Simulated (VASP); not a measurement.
# GaN (l.bA) (F-43m) in VASP: single point with LDA

Aim: the single point of GaN (l.bA) with LDA.

Everything below comes from runs of VASP 6.6.1. Logs are shortened: lines on timing, memory, paths and dates and some standing lists are left out, and cuts for length are marked.

## 1. The cell of the first run

The structure is cubic, space group F-43m (No. 216). Conventional cell: a = 4.455 Å, b = 4.455 Å, c = 4.455 Å, α = 90.00°, β = 90.00°, γ = 90.00°. Ga (site symmetry -43m) has 4 N at 1.93 Å within 2.6 Å. N (site symmetry -43m) has 4 Ga at 1.93 Å within 2.6 Å.

## 2. Single point, LDA

The input, INCAR:

```
SYSTEM = GaN
PREC = Accurate
ENCUT = 600
EDIFF = 1E-6
ISMEAR = 0
SIGMA = 0.02
LREAL = .False.
LASPH = .True.
NELM = 120
ALGO = Normal
ISIF = 2
LWAVE = .False.
LCHARG = .False.
NBANDS = 16
GGA_COMPAT = .False.
```

The input, KPOINTS:

```
Automatic mesh
0
Gamma
  10 10 10
  0 0 0
```

The input, POSCAR:

```
GaN
1.0
    0.0000000000      2.2276018845      2.2276018845
    2.2276018845      0.0000000000      2.2276018845
    2.2276018845      2.2276018845      0.0000000000
Ga N
1 1
Direct
    0.0000000000      0.0000000000      0.0000000000
    0.2500000000      0.2500000000      0.2500000000
```

Potentials or basis: VASP PAW LDA potentials, release 64 (Ga_d, N).

Launch:

```sh
cat potpaw_LDA.64/Ga_d/POTCAR potpaw_LDA.64/N/POTCAR > POTCAR
mpirun -np 1 vasp_std > vasp.out
```

OUTCAR:

```text
SYSTEM = GaN
   PREC = Accurate
   ENCUT = 600
   EDIFF = 1E-6
   ISMEAR = 0
   LREAL = .False.
   LASPH = .True.
   NELM = 120
   ISIF = 2

 ion  position               nearest neighbor table
   1  0.000  0.000  0.000-   2 1.93   2 1.93   2 1.93   2 1.93
   2  0.250  0.250  0.250-   1 1.93   1 1.93   1 1.93   1 1.93

  LATTYP: Found a face centered cubic cell.
 ALAT       =     4.4552037690

  Lattice vectors:

 A1 = (   0.0000000000,   2.2276018845,   2.2276018845)
 A2 = (   2.2276018845,   0.0000000000,   2.2276018845)
 A3 = (   2.2276018845,   2.2276018845,   0.0000000000)

Analysis of symmetry for initial positions (statically):
=====================================================================
 Subroutine PRICEL returns:
 Original cell was already a primitive cell.

 Routine SETGRP: Setting up the symmetry group for a
 face centered cubic supercell.

 Subroutine GETGRP returns: Found 24 space group operations
 (whereof 24 operations were pure point group operations)
 out of a pool of 48 trial point group operations.

The static configuration has the point symmetry T_d .

Analysis of symmetry for dynamics (positions and initial velocities):
=====================================================================
 Subroutine PRICEL returns:
 Original cell was already a primitive cell.

 Routine SETGRP: Setting up the symmetry group for a
 face centered cubic supercell.

 Subroutine GETGRP returns: Found 24 space group operations
 (whereof 24 operations were pure point group operations)
 out of a pool of 48 trial point group operations.

The dynamic configuration has the point symmetry T_d .

 Subroutine INISYM returns: Found 24 space group operations
 (whereof 24 operations are pure point group operations),
 and found     1 'primitive' translations

----------------------------------------------------------------------------------------

                                     Primitive cell

  volume of cell :      22.1077

  direct lattice vectors                    reciprocal lattice vectors
     0.000000000  2.227601884  2.227601884    -0.224456625  0.224456625  0.224456625
     2.227601884  0.000000000  2.227601884     0.224456625 -0.224456625  0.224456625
     2.227601884  2.227601884  0.000000000     0.224456625  0.224456625 -0.224456625

  length of vectors
     3.150304797  3.150304797  3.150304797     0.388770278  0.388770278  0.388770278

  position of ions in fractional coordinates (direct lattice)
     0.000000000  0.000000000  0.000000000
     0.250000000  0.250000000  0.250000000

  ion indices of the primitive-cell ions
   primitive index   ion index
                 1           1
                 2           2

----------------------------------------------------------------------------------------

 KPOINTS: Automatic mesh

Automatic generation of k-mesh.
 Grid dimensions read from file:
 generate k-points for:   10   10   10

 Generating k-lattice:

  Cartesian coordinates                     Fractional coordinates (reciprocal lattice)
    -0.022445662  0.022445662  0.022445662     0.100000000  0.000000000  0.000000000
     0.022445662 -0.022445662  0.022445662     0.000000000  0.100000000  0.000000000
     0.022445662  0.022445662 -0.022445662     0.000000000  0.000000000  0.100000000

  Length of vectors
     0.038877028  0.038877028  0.038877028

  Shift w.r.t. Gamma in fractional coordinates (k-lattice)
     0.000000000  0.000000000  0.000000000

 Subroutine IBZKPT returns following result:
 ===========================================

 Found     47 irreducible k-points:

 Following reciprocal coordinates:
            Coordinates               Weight
  0.000000  0.000000  0.000000      1.000000
  0.100000  0.000000  0.000000      8.000000
  0.200000  0.000000  0.000000      8.000000
  0.300000  0.000000  0.000000      8.000000
  0.400000  0.000000  0.000000      8.000000
  0.500000  0.000000  0.000000      4.000000
[... 16 lines left out ...]
  0.300000  0.300000  0.000000      6.000000
  0.400000  0.300000  0.000000     24.000000
 [... further k-points ...]
   k-points           NKPTS =     47   k-points in BZ     NKDIM =     47   number of bands    NBANDS=     16
   number of dos      NEDOS =    301   number of ions     NIONS =      2
   total plane-waves  NPLWV =  21952
   dimension x,y,z NGX =    28 NGY =   28 NGZ =   28
   dimension x,y,z NGXF=    56 NGYF=   56 NGZF=   56
   ions per type =               1   1
   NGX,Y,Z   is equivalent  to a cutoff of  14.78, 14.78, 14.78 a.u.
   NGXF,Y,Z  is equivalent  to a cutoff of  29.55, 29.55, 29.55 a.u.
 SYSTEM =  GaN
   PREC   = accura    normal or accurate (medium, high low for compatibility)
   ISTART =      0    job   : 0-new  1-cont  2-samecut
   ICHARG =      2    charge: 1-file 2-atom 10-const
   ISPIN  =      1    spin polarized calculation?
   LNONCOLLINEAR =      F non collinear calculations
   LSORBIT =      F    spin-orbit coupling
   LASPH  =      T    aspherical Exc in radial PAW
   ENCUT  =  600.0 eV  44.10 Ry    6.64 a.u.   6.29  6.29  6.29*2*pi/ulx,y,z
   NELM   =    120;   NELMIN=  2; NELMDL= -5     # of ELM steps
   EDIFF  = 0.1E-05   stopping-criterion for ELM
   LREAL  =      F    real-space projection
   EDIFFG = 0.1E-04   stopping-criterion for IOM
   NSW    =      0    number of steps for IOM
   IBRION =     -1    ionic relax: 0-MD 1-quasi-New 2-CG
   NFREE  =      0    steps in history (QN), initial steepest desc. (CG)
   ISIF   =      2    stress and relaxation
   ISYM   =      2    0-nonsym 1-usesym 2-fastsym
   POTIM  = 0.5000    time-step for ionic-motion
   TEBEG  =    0.0;   TEEND  =   0.0 temperature during run
   PSTRESS=    0.0 pullay stress
   NELECT =      18.0000    total number of electrons
   NUPDOWN=      -1.0000    fix difference up-down
   EMIN   =  10.00;   EMAX   =-10.00  energy-range for DOS
   EFERMI =   0.00;   METHOD = LEGACY
   ISMEAR =     0;   SIGMA  =   0.02  broadening in eV -4-tet -1-fermi 0-gaus
   EFERMI_NEDOS =   21; number of points for ismear=-14 and -15
   IALGO  =     38    algorithm
   IMIX   =      4    mixing-type and parameters
     AMIX     =   0.40;   BMIX     =  1.00
     AMIX_MAG =   1.60;   BMIX_MAG =  1.00
  volume/ion in A,a.u.               =      11.05        74.59
  Fermi-wavevector in a.u.,A,eV,Ry     =   1.528685  2.888796 31.795166  2.336879
  Thomas-Fermi vector in A             =   2.636410
   LORBIT       =      0    0 simple, 1 ext, 2 COOP (PROOUT), +10 PAW based schemes
   GGA     = CA    functional components
   LHFCALC =     F    Hartree Fock is set to
   AEXX    =    0.0000 exact exchange contribution
   IVDW    =     0    specifies the selected vdW correction
   LEPSILON=     F    determine dielectric tensor
   LRPA    =     F    only Hartree local field effects (RPA)
 non-spin polarized calculation
 Gauss-broadening in eV      SIGMA  =   0.02
  energy-cutoff  :      600.00
  volume of cell :       22.11
 maximum number of plane-waves:       754
 NGX is ok and might be reduce to    28
   NGX = 13   NGY = 13   NGZ = 13

 number of electron      18.0000001 magnetization

 Free energy of the ion-electron system (eV)
  ---------------------------------------------------
  ext. energy  EPLUGINS =         0.00000000
  ---------------------------------------------------
  free energy    TOTEN  =       -13.94407994 eV

  energy without entropy =      -13.94407994  energy(sigma->0) =      -13.94407994

 E-fermi :   5.6264     XC(G=0): -12.3044

 val. band max:        5.4205459384   @ k =   0.0000   0.0000   0.0000
 cond. band min:       7.3933723535   @ k =   0.0000   0.0000   0.0000
 fundamental gap:      1.9728264152
 Fermi energy:         5.6263904823

 k-point     1 :       0.0000    0.0000    0.0000
  band No.  band energies     occupation
      1     -10.6886      2.00000
      2      -8.1706      2.00000
      3      -8.1706      2.00000
      4      -8.1706      2.00000
      5      -7.8162      2.00000
      6      -7.8162      2.00000
[... 8 lines left out ...]
     15      24.3643      0.00000
     16      24.3643      0.00000

 k-point     2 :       0.1000    0.0000    0.0000
  band No.  band energies     occupation
      1     -10.5689      2.00000
      2      -8.1556      2.00000
      3      -8.1556      2.00000
      4      -8.1327      2.00000
      5      -7.8177      2.00000
      6      -7.8177      2.00000
[... 8 lines left out ...]
     15      23.0823      0.00000
     16      23.0823      0.00000

 k-point     3 :       0.2000    0.0000    0.0000
  band No.  band energies     occupation
      1     -10.2671      2.00000
      2      -8.1207      2.00000
      3      -8.1207      2.00000
      4      -7.9667      2.00000
      5      -7.8166      2.00000
      6      -7.8166      2.00000
[... 8 lines left out ...]
     15      22.3070      0.00000
     16      22.3070      0.00000

 k-point     4 :       0.3000    0.0000    0.0000
  band No.  band energies     occupation
      1      -9.9491      2.00000
      2      -8.0899      2.00000
      3      -8.0899      2.00000
      4      -7.8017      2.00000
      5      -7.8017      2.00000
      6      -7.5414      2.00000
[... 8 lines left out ...]
     15      22.8156      0.00000
     16      22.8156      0.00000
[... 324 lines left out ...]
 k-point    22 :      -0.2000    0.2000    0.0000
  band No.  band energies     occupation
      1      -9.8516      2.00000
      2      -8.0731      2.00000
      3      -8.0554      2.00000
      4      -7.8417      2.00000
      5      -7.8355      2.00000
      6      -7.3453      2.00000
[... 8 lines left out ...]
     15      22.9205      0.00000
     16      26.2130      0.00000

 k-point    23 :       0.3000    0.3000    0.0000
  band No.  band energies     occupation
      1      -9.7602      2.00000
      2      -8.0177      2.00000
      3      -7.9607      2.00000
      4      -7.9607      2.00000
      5      -7.7605      2.00000
      6      -7.3295      2.00000
[... 8 lines left out ...]
     15      27.7341      0.00000
     16      28.3223      0.00000

 k-point    24 :       0.4000    0.3000    0.0000
  band No.  band energies     occupation
      1      -9.6405      2.00000
      2      -8.0361      2.00000
      3      -7.9234      2.00000
      4      -7.9221      2.00000
      5      -7.7493      2.00000
      6      -6.8247      2.00000
[... 8 lines left out ...]
     15      28.1237      0.00000
     16      28.1582      0.00000

 [... further k-points ...]
[... 5 lines left out ...]
  --------------------------------------------------------------------------------------
  -------------------------------------------------------------------------------------
  Total        0.1439295      0.1439295      0.1439295     -0.0000000      0.0000000      0.0000000
  in kB       10.4307998     10.4307998     10.4307998     -0.0000000      0.0000000      0.0000000
  external PRESSURE =      10.4307998 kB  Pullay stress =       0.0000000 kB

 VOLUME and BASIS-vectors are now :
 -----------------------------------------------------------------------------
  energy-cutoff  :      600.00
  volume of cell :       22.11
      direct lattice vectors                 reciprocal lattice vectors
     0.000000000  2.227601884  2.227601884    -0.224456625  0.224456625  0.224456625
     2.227601884  0.000000000  2.227601884     0.224456625 -0.224456625  0.224456625
     2.227601884  2.227601884  0.000000000     0.224456625  0.224456625 -0.224456625

 POSITION                                       TOTAL-FORCE (eV/Angst)
 -----------------------------------------------------------------------------------
      0.00000      0.00000      0.00000        -0.000000      0.000000      0.000000
      1.11380      1.11380      1.11380         0.000000     -0.000000     -0.000000
 -----------------------------------------------------------------------------------
    total drift:                               -0.000000     -0.000000      0.000000

  FREE ENERGIE OF THE ION-ELECTRON SYSTEM (eV)
  ---------------------------------------------------
  free  energy   TOTEN  =       -13.9440799443 eV

  energy  without entropy=      -13.9440799443  energy(sigma->0) =      -13.94407994
```

It took 44 s on 1 thread of Intel Xeon 8259CL, shared host; peak memory 0.15 GiB.

What came out:

```
Free energy            : -13.9441 eV
Pressure               : 1.0 GPa
Band gap on the k mesh : 1.97 eV, direct
```
